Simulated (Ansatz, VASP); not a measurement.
## OsPd4 in VASP and in Ansatz

INCAR

```
ALGO     = Normal         # electronic algorithm
EDIFF    = 1E-7           # SCF threshold, eV
EDIFFG   = -0.04          # ionic threshold
ENCUT    = 600            # plane-wave cutoff, eV
GGA      = PE             # functional
GGA_COMPAT= False        
IBRION   = 2              # ionic algorithm
ISIF     = 3              # what is computed and relaxed
ISMEAR   = 0              # smearing method
LASPH    = True           # aspherical terms in the spheres
LCHARG   = False          # write CHGCAR
LREAL    = False          # projectors in reciprocal space
LWAVE    = False          # write WAVECAR
NELM     = 120            # most SCF steps
NELMIN   = 4            
NSW      = 90             # ionic steps
PREC     = Accurate       # precision mode
SIGMA    = 0.1            # smearing width, eV
```

The input KPOINTS:

```
k-points
0
Gamma
  4 4 4
```

POSCAR

```
OsPd4
1.0
    4.3280711600      0.0000000000      0.0000000000
    0.0000000000      4.3280711600      0.0000000000
    0.0000000000      0.0000000000      4.3280711600
Pd Os
4 1
Direct
    0.2500000000      0.2500000000      0.2500000000
    0.7500000000      0.7500000000      0.2500000000
    0.2500000000      0.7500000000      0.7500000000
    0.7500000000      0.2500000000      0.7500000000
    0.0000000000      0.0000000000      0.0000000000
```

Input for Ansatz:

```yaml
crystal:
  lattice:
    - [4.32807116, 0.0, 0.0]
    - [0.0, 4.32807116, 0.0]
    - [0.0, 0.0, 4.32807116]
  atoms:
    - { symbol: Pd, position: [0.25, 0.25, 0.25] }
    - { symbol: Pd, position: [0.75, 0.75, 0.25] }
    - { symbol: Pd, position: [0.25, 0.75, 0.75] }
    - { symbol: Pd, position: [0.75, 0.25, 0.75] }
    - { symbol: Os, position: [0.0, 0.0, 0.0] }
basis:
  ecutwfc: 420
kpoints:
  mp_grid: { grid: [4, 4, 4] }
hamiltonian:
  xc: pbe
scf:
  occupations: { method: gaussian, width: 0.1 }
  lower_state_search: "off"
output:
  forces: true
  stress: true
  eigenvalues: true
relax:
  adjacent_minimum: "off"
  f_tol: 0.04
  max_steps: 70
  cell: { stress_tol: 0.4 }
```

Change from the starting cell: species swapped into the SnI4 type (P-43m, No. 215).

Alike in both runs: task relaxation of cell and atoms; functional PBE; k mesh 4 × 4 × 4; occupations gaussian, width 0.1 eV; no spin polarisation.

```csv
,VASP,Ansatz
version,VASP 6.6.1,Ansatz 0.2.0
potentials or method,"VASP PAW PBE potentials, release 64 (Pd, Os), cutoff 600 eV","scalar-relativistic, plane waves, PAW"
valence electrons in the cell,48,88
```

Ansatz gave:

```
gap on the k mesh at the Fermi level, each at its own relaxed structure (eV) : none
relaxed volume (Å³/atom)                                                     : 19.15
relaxed length of the cell vector where the two differ most in proportion (Å)              : 4.575
```

Q: Which values does VASP return?

A: gap on the k mesh at the Fermi level, each at its own relaxed structure (eV): none; relaxed volume (Å³/atom): 19.03; relaxed length of the cell vector where the two differ most in proportion (Å): 4.565.

A gap of «none» marks a metal or a gap that the smearing closes. VASP's potentials hold 48 valence electrons a cell and Ansatz's 88, so a difference there can come from the potentials and not from the codes.

The k mesh is coarse, so the values compare programs but aren't converged. Neither program's run includes spin-orbit coupling. Noted on VASP's run: the volume moved by over 15 % at a fixed basis, so the end points are rough.
